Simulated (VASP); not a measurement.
# SnO (P4/nmm) in VASP: further runs

Runs on SnO. Level: PBEsol. Tasks: single point.

Program: VASP 6.6.1. These are calculated values, not measurements. Logs are shortened: lines on timing, memory, paths and dates and some standing lists are left out, and cuts for length are marked.

**1. The cell of the first run**

Symmetry: P4/nmm, No. 129, tetragonal system. The conventional cell has a = 3.741 Å, b = 3.741 Å, c = 4.996 Å, α = 90.00°, β = 90.00°, γ = 90.00°. Within 2.9 Å of Sn (site symmetry 4mm) lie 4 O at 2.22 Å. Within 2.9 Å of O (site symmetry -4m2) lie 4 Sn at 2.22 Å and 4 O at 2.65 Å.

**2. Single point, PBEsol**

INCAR

```
SYSTEM = SnO
ALGO = Normal ; EDIFF = 1E-6
ENCUT = 520 ; GGA = PS
ISIF = 2 ; ISMEAR = 0
LASPH = .TRUE. ; LCHARG = .FALSE.
LREAL = .FALSE. ; LWAVE = .FALSE.
NBANDS = 28 ; NELM = 60
PREC = Accurate ; SIGMA = 0.15
```

KPOINTS

```
k-points
0
G
  14 14 12
  0 0 0
```

POSCAR

```
SnO
1.0
    3.7406666942      0.0000000000      0.0000000000
    0.0000000000      3.7406666942      0.0000000000
    0.0000000000      0.0000000000      4.9958856759
Sn O
2 2
Direct
    0.0000000000      0.5000000000      0.2385000000
    0.5000000000      0.0000000000      0.7615000000
    0.0000000000      0.0000000000      0.0000000000
    0.5000000000      0.5000000000      0.0000000000
```

Potentials or basis: VASP PAW PBE potentials, release 64 (Sn_d, O).

Started as:

```sh
$ cat potpaw_PBE.64/Sn_d/POTCAR potpaw_PBE.64/O/POTCAR > POTCAR
$ mpirun -np 1 vasp_std > vasp.out
```

OUTCAR:

```text
SYSTEM = SnO
   EDIFF = 1E-6
   ENCUT = 520
   GGA = PS
   ISIF = 2
   ISMEAR = 0
   LASPH = .TRUE.
   LREAL = .FALSE.
   NELM = 60
   PREC = Accurate

 ion  position               nearest neighbor table
   1  0.000  0.500  0.239-   3 2.22   4 2.22   3 2.22   4 2.22   2 3.56   2 3.56   2 3.56   2 3.56
                             2 3.72   2 3.72   2 3.72   2 3.72
   2  0.500  0.000  0.761-   3 2.22   4 2.22   4 2.22   3 2.22   1 3.56   1 3.56   1 3.56   1 3.56
                             1 3.72   1 3.72   1 3.72   1 3.72
   3  0.000  0.000  0.000-   1 2.22   2 2.22   1 2.22   2 2.22
   4  0.500  0.500  0.000-   1 2.22   2 2.22   2 2.22   1 2.22

  LATTYP: Found a simple tetragonal cell.
 ALAT       =     3.7406666942
 C/A-ratio  =     1.3355602315

  Lattice vectors:

 A1 = (   3.7406666942,   0.0000000000,   0.0000000000)
 A2 = (   0.0000000000,   3.7406666942,   0.0000000000)
 A3 = (   0.0000000000,   0.0000000000,   4.9958856759)

Analysis of symmetry for initial positions (statically):
=====================================================================
 Subroutine PRICEL returns:
 Original cell was already a primitive cell.

 Routine SETGRP: Setting up the symmetry group for a
 simple tetragonal supercell.

 Subroutine GETGRP returns: Found 16 space group operations
 (whereof  8 operations were pure point group operations)
 out of a pool of 16 trial point group operations.

The static configuration has the point symmetry D_2d.
 The point group associated with its full space group is D_4h.

Analysis of symmetry for dynamics (positions and initial velocities):
=====================================================================
 Subroutine PRICEL returns:
 Original cell was already a primitive cell.

 Routine SETGRP: Setting up the symmetry group for a
 simple tetragonal supercell.

 Subroutine GETGRP returns: Found 16 space group operations
 (whereof  8 operations were pure point group operations)
 out of a pool of 16 trial point group operations.

The dynamic configuration has the point symmetry D_2d.
 The point group associated with its full space group is D_4h.

 Subroutine INISYM returns: Found 16 space group operations
 (whereof  8 operations are pure point group operations),
 and found     1 'primitive' translations

----------------------------------------------------------------------------------------

                                     Primitive cell

  volume of cell :      69.9054

  direct lattice vectors                    reciprocal lattice vectors
     3.740666694  0.000000000  0.000000000     0.267332024  0.000000000  0.000000000
     0.000000000  3.740666694  0.000000000     0.000000000  0.267332024  0.000000000
     0.000000000  0.000000000  4.995885676     0.000000000  0.000000000  0.200164708

  length of vectors
     3.740666694  3.740666694  4.995885676     0.267332024  0.267332024  0.200164708

  position of ions in fractional coordinates (direct lattice)
     0.000000000  0.500000000  0.238500000
     0.500000000  0.000000000  0.761500000
     0.000000000  0.000000000  0.000000000
     0.500000000  0.500000000  0.000000000

  ion indices of the primitive-cell ions
   primitive index   ion index
                 1           1
                 2           2
                 3           3
                 4           4

----------------------------------------------------------------------------------------

 KPOINTS: k-points

Automatic generation of k-mesh.
 Grid dimensions read from file:
 generate k-points for:   14   14   12

 Generating k-lattice:

  Cartesian coordinates                     Fractional coordinates (reciprocal lattice)
     0.019095145  0.000000000  0.000000000     0.071428571  0.000000000  0.000000000
     0.000000000  0.019095145  0.000000000     0.000000000  0.071428571  0.000000000
     0.000000000  0.000000000  0.016680392     0.000000000  0.000000000  0.083333333

  Length of vectors
     0.019095145  0.019095145  0.016680392

  Shift w.r.t. Gamma in fractional coordinates (k-lattice)
     0.000000000  0.000000000  0.000000000

 Subroutine IBZKPT returns following result:
 ===========================================

 Found    252 irreducible k-points:

 Following reciprocal coordinates:
            Coordinates               Weight
  0.000000  0.000000  0.000000      1.000000
  0.071429  0.000000  0.000000      4.000000
  0.142857  0.000000  0.000000      4.000000
  0.214286  0.000000  0.000000      4.000000
  0.285714  0.000000  0.000000      4.000000
  0.357143  0.000000  0.000000      4.000000
[... 16 lines left out ...]
  0.285714  0.214286  0.000000      8.000000
  0.357143  0.214286  0.000000      8.000000
 [... further k-points ...]
   k-points           NKPTS =    252   k-points in BZ     NKDIM =    252   number of bands    NBANDS=     28
   number of dos      NEDOS =    301   number of ions     NIONS =      4
   total plane-waves  NPLWV =  31360
   dimension x,y,z NGX =    28 NGY =   28 NGZ =   40
   dimension x,y,z NGXF=    56 NGYF=   56 NGZF=   80
   ions per type =               2   2
   NGX,Y,Z   is equivalent  to a cutoff of  12.44, 12.44, 13.31 a.u.
   NGXF,Y,Z  is equivalent  to a cutoff of  24.89, 24.89, 26.62 a.u.
 SYSTEM =  SnO
   PREC   = accura    normal or accurate (medium, high low for compatibility)
   ISTART =      0    job   : 0-new  1-cont  2-samecut
   ICHARG =      2    charge: 1-file 2-atom 10-const
   ISPIN  =      1    spin polarized calculation?
   LNONCOLLINEAR =      F non collinear calculations
   LSORBIT =      F    spin-orbit coupling
   LASPH  =      T    aspherical Exc in radial PAW
   ENCUT  =  520.0 eV  38.22 Ry    6.18 a.u.   6.96  6.96  9.29*2*pi/ulx,y,z
   NELM   =     60;   NELMIN=  2; NELMDL= -5     # of ELM steps
   EDIFF  = 0.1E-05   stopping-criterion for ELM
   LREAL  =      F    real-space projection
   EDIFFG = 0.1E-04   stopping-criterion for IOM
   NSW    =      0    number of steps for IOM
   IBRION =     -1    ionic relax: 0-MD 1-quasi-New 2-CG
   NFREE  =      0    steps in history (QN), initial steepest desc. (CG)
   ISIF   =      2    stress and relaxation
   ISYM   =      2    0-nonsym 1-usesym 2-fastsym
   POTIM  = 0.5000    time-step for ionic-motion
   TEBEG  =    0.0;   TEEND  =   0.0 temperature during run
   PSTRESS=    0.0 pullay stress
   NELECT =      40.0000    total number of electrons
   NUPDOWN=      -1.0000    fix difference up-down
   EMIN   =  10.00;   EMAX   =-10.00  energy-range for DOS
   EFERMI =   0.00;   METHOD = LEGACY
   ISMEAR =     0;   SIGMA  =   0.15  broadening in eV -4-tet -1-fermi 0-gaus
   EFERMI_NEDOS =   21; number of points for ismear=-14 and -15
   IALGO  =     38    algorithm
   IMIX   =      4    mixing-type and parameters
     AMIX     =   0.40;   BMIX     =  1.00
     AMIX_MAG =   1.60;   BMIX_MAG =  1.00
  volume/ion in A,a.u.               =      17.48       117.94
  Fermi-wavevector in a.u.,A,eV,Ry     =   1.359121  2.568365 25.132801  1.847209
  Thomas-Fermi vector in A             =   2.485896
   LORBIT       =      0    0 simple, 1 ext, 2 COOP (PROOUT), +10 PAW based schemes
   GGA     = PS    functional components
   LHFCALC =     F    Hartree Fock is set to
   AEXX    =    0.0000 exact exchange contribution
   IVDW    =     0    specifies the selected vdW correction
   LEPSILON=     F    determine dielectric tensor
   LRPA    =     F    only Hartree local field effects (RPA)
 non-spin polarized calculation
 Gauss-broadening in eV      SIGMA  =   0.15
  energy-cutoff  :      520.00
  volume of cell :       69.91
 maximum number of plane-waves:      1904
 NGX is ok and might be reduce to    28

 number of electron      40.0000004 magnetization

 Free energy of the ion-electron system (eV)
  ---------------------------------------------------
  ext. energy  EPLUGINS =         0.00000000
  ---------------------------------------------------
  free energy    TOTEN  =       -24.17934691 eV

  energy without entropy =      -24.17708847  energy(sigma->0) =      -24.17821769

 E-fermi :   7.2291     XC(G=0): -10.4878

 val. band max:        7.2288050399   @ k =   0.0714   0.0000   0.0000
 cond. band min:       7.2383287159   @ k =   0.0000   0.0000   0.0000
 fundamental gap:      0.0095236760
 Fermi energy:         7.2290670405

 k-point     1 :       0.0000    0.0000    0.0000
  band No.  band energies     occupation
      1     -14.8643      2.00000
      2     -14.4372      2.00000
      3     -14.4133      2.00000
      4     -14.4133      2.00000
      5     -14.3699      2.00000
      6     -14.3543      2.00000
[... 20 lines left out ...]
     27      13.7836      0.00000
     28      14.1796      0.00000

 k-point     2 :       0.0714    0.0000    0.0000
  band No.  band energies     occupation
      1     -14.8619      2.00000
      2     -14.4354      2.00000
      3     -14.4129      2.00000
      4     -14.4120      2.00000
      5     -14.3706      2.00000
      6     -14.3521      2.00000
[... 20 lines left out ...]
     27      13.9185      0.00000
     28      14.6878      0.00000

 k-point     3 :       0.1429    0.0000    0.0000
  band No.  band energies     occupation
      1     -14.8549      2.00000
      2     -14.4381      2.00000
      3     -14.4116      2.00000
      4     -14.4084      2.00000
      5     -14.3817      2.00000
      6     -14.3725      2.00000
[... 20 lines left out ...]
     27      14.0470      0.00000
     28      15.8291      0.00000

 k-point     4 :       0.2143    0.0000    0.0000
  band No.  band energies     occupation
      1     -14.8439      2.00000
      2     -14.4919      2.00000
      3     -14.4089      2.00000
      4     -14.4030      2.00000
      5     -14.4006      2.00000
      6     -14.3751      2.00000
[... 20 lines left out ...]
     27      14.2202      0.00000
     28      17.0736      0.00000

 k-point     5 :       0.2857    0.0000    0.0000
  band No.  band energies     occupation
      1     -14.8292      2.00000
      2     -14.5703      2.00000
      3     -14.4046      2.00000
      4     -14.3967      2.00000
      5     -14.3944      2.00000
      6     -14.3779      2.00000
[... 20 lines left out ...]
     27      14.4498      0.00000
     28      18.0853      0.00000

 k-point     6 :       0.3571    0.0000    0.0000
  band No.  band energies     occupation
      1     -14.8098      2.00000
      2     -14.6421      2.00000
      3     -14.3991      2.00000
      4     -14.3908      2.00000
      5     -14.3888      2.00000
      6     -14.3805      2.00000
[... 463 lines left out ...]
      5     -14.3813      2.00000
      6     -14.3813      2.00000
[... 20 lines left out ...]
     27      15.3242      0.00000
     28      15.3242      0.00000

 k-point    22 :       0.2143    0.2143    0.0000
  band No.  band energies     occupation
      1     -14.8350      2.00000
      2     -14.5913      2.00000
      3     -14.4165      2.00000
      4     -14.4040      2.00000
      5     -14.3815      2.00000
      6     -14.3777      2.00000
[... 20 lines left out ...]
     27      15.7423      0.00000
     28      16.0005      0.00000

 k-point    23 :       0.2857    0.2143    0.0000
  band No.  band energies     occupation
      1     -14.8288      2.00000
      2     -14.6494      2.00000
      3     -14.4110      2.00000
      4     -14.3943      2.00000
      5     -14.3812      2.00000
      6     -14.3800      2.00000
[... 20 lines left out ...]
     27      15.0138      0.00000
     28      15.8948      0.00000

 k-point    24 :       0.3571    0.2143    0.0000
  band No.  band energies     occupation
      1     -14.8194      2.00000
      2     -14.7029      2.00000
      3     -14.4027      2.00000
      4     -14.3875      2.00000
      5     -14.3836      2.00000
      6     -14.3816      2.00000
[... 20 lines left out ...]
     27      14.6548      0.00000
     28      15.5758      0.00000

 [... further k-points ...]

------------------------ aborting loop because EDIFF is reached ----------------------------------------

  FORCE on cell =-STRESS in cart. coord.  units (eV):
  Direction    XX          YY          ZZ          XY          YZ          ZX
  --------------------------------------------------------------------------------------
  -------------------------------------------------------------------------------------
  Total        1.0031800      1.0031800     -0.8582970      0.0000000      0.0000000      0.0000000
  in kB       22.9921143     22.9921143    -19.6715075      0.0000000      0.0000000      0.0000000
  external PRESSURE =       8.7709070 kB  Pullay stress =       0.0000000 kB

 VOLUME and BASIS-vectors are now :
 -----------------------------------------------------------------------------
  energy-cutoff  :      520.00
  volume of cell :       69.91
      direct lattice vectors                 reciprocal lattice vectors
     3.740666694  0.000000000  0.000000000     0.267332024  0.000000000  0.000000000
     0.000000000  3.740666694  0.000000000     0.000000000  0.267332024  0.000000000
     0.000000000  0.000000000  4.995885676     0.000000000  0.000000000  0.200164708

 POSITION                                       TOTAL-FORCE (eV/Angst)
 -----------------------------------------------------------------------------------
      0.00000      1.87033      1.19152        -0.000000     -0.000000     -0.116140
      1.87033      0.00000      3.80437         0.000000     -0.000000      0.116140
      0.00000      0.00000      0.00000        -0.000000     -0.000000      0.000000
      1.87033      1.87033      0.00000        -0.000000      0.000000      0.000000
 -----------------------------------------------------------------------------------
    total drift:                                0.000000      0.000000      0.000000

  FREE ENERGIE OF THE ION-ELECTRON SYSTEM (eV)
  ---------------------------------------------------
  free  energy   TOTEN  =       -24.1793469099 eV

  energy  without entropy=      -24.1770884745  energy(sigma->0) =      -24.17821769
```

Run time: 2.5 min. Hardware: 1 thread of Intel Xeon 6975P-C (Granite Rapids), shared host; peak memory 0.47 GiB.

What came out:

```
Free energy            : -24.1793 eV
Pressure               : 0.9 GPa
Largest force          : 0.116 eV/Å
Band gap on the k mesh : zero (bands 20 and 21 overlap by 0.19 eV)
```

Forces on the atoms (eV/Å):
```
Sn   0.000  0.000 -0.116
Sn   0.000  0.000  0.116
O    0.000  0.000  0.000
O    0.000  0.000  0.000
```

Levels at points of the mesh, in eV from the Fermi level:
```csv
k point,band 16,band 17,band 18,band 19,band 20,band 21,band 22,band 23,band 24,band 25
"(0.00, 0.00, 0.00)",-6.45,-3.70,-3.18,-3.18,0.01,2.05,3.97,4.60,4.60,5.36
"(0.50, 0.00, 0.00)",-5.33,-4.96,-4.96,-3.02,-3.02,2.83,2.83,5.86,5.86,5.92
"(0.50, 0.50, 0.00)",-5.49,-2.52,-2.52,-2.15,-2.15,-0.19,-0.19,3.99,3.99,6.68
"(0.00, 0.00, 0.50)",-3.75,-3.44,-3.20,-3.20,-2.71,1.79,2.88,2.88,3.82,7.36
"(0.50, 0.00, 0.50)",-5.68,-4.93,-4.93,-2.03,-2.03,2.19,2.19,5.42,5.42,6.55
"(0.50, 0.50, 0.50)",-5.90,-2.84,-2.84,-2.52,-2.52,2.02,2.02,3.57,3.57,5.49
```

Caveat: semilocal functionals underestimate gaps, and a narrow one can read as zero; the PAW data sets were made with another functional, which shifts forces and pressure a little; spin-orbit coupling is left out, which moves the levels of the heavy elements.

**3. Single point, PBEsol**

This run uses another cell than the first one, of the same volume but with other edges.

INCAR

```
PREC = Accurate ; ENCUT = 520
EDIFF = 1E-6 ; ISMEAR = 0
SIGMA = 0.15 ; LREAL = F
LASPH = T ; NELM = 60
ALGO = Normal ; ISIF = 2
LWAVE = F ; LCHARG = T
GGA = PS ; LELF = T
LVHAR = T ; NBANDS = 28
```

KPOINTS

```
regular mesh
0
Gamma
  14 14 12
```

POSCAR

```
SnO
1.0
    4.0136466639      0.0000000000      0.0000000000
    0.0000000000      4.0136466639      0.0000000000
    0.0000000000      0.0000000000      4.3394255593
Sn O
2 2
Direct
    0.0000000000      0.5000000000      0.2385000000
    0.5000000000      0.0000000000      0.7615000000
    0.0000000000      0.0000000000      0.0000000000
    0.5000000000      0.5000000000      0.0000000000
```

Potentials or basis: VASP PAW PBE potentials, release 64 (Sn_d, O).

Started as:

```sh
$ cat potpaw_PBE.64/Sn_d/POTCAR potpaw_PBE.64/O/POTCAR > POTCAR
$ mpirun -np 1 vasp_std > vasp.out
```

It took 2.5 min on 1 thread of Intel Xeon 6975P-C (Granite Rapids), shared host; peak memory 0.47 GiB.

It converged, with:

* Free energy: -23.9909 eV
* Pressure: -2.5 GPa
* Largest force: 0.484 eV/Å
* Band gap on the k mesh: 0.66 eV (least direct gap 1.51 eV)

Forces in eV/Å, atoms in the order of the input:
```
Sn   0.000  0.000  0.484
Sn   0.000  0.000 -0.484
O    0.000  0.000  0.000
O    0.000  0.000  0.000
```

Stress tensor (GPa, compression positive):
```
-5.44  0.00  0.00
 0.00 -5.44  0.00
 0.00  0.00  3.35
```

Levels at points of the mesh, in eV from the valence-band top:
```
           k point  band 18  band 19  band 20  band 21  band 22  band 23
(0.00, 0.00, 0.00)    -2.92    -2.65    -0.34     2.32     4.97     4.97
(0.50, 0.00, 0.00)    -3.90    -1.68    -1.68     3.92     3.92     6.08
(0.50, 0.50, 0.00)    -2.21    -0.89    -0.89     0.66     0.66     5.77
(0.00, 0.00, 0.50)    -2.85    -2.48    -0.66     1.15     3.07     3.10
(0.50, 0.00, 0.50)    -4.33    -0.81    -0.81     3.19     3.19     5.39
(0.50, 0.50, 0.50)    -2.22    -2.21    -2.21     3.41     3.41     4.98
```

Caveat: the stress differs along the axes, from -5 to 3 GPa; semilocal functionals underestimate gaps, and a narrow one can read as zero; the PAW data sets were made with another functional, which shifts forces and pressure a little; spin-orbit coupling is left out, which moves the levels of the heavy elements.

(Continued in part 2 of 2.)
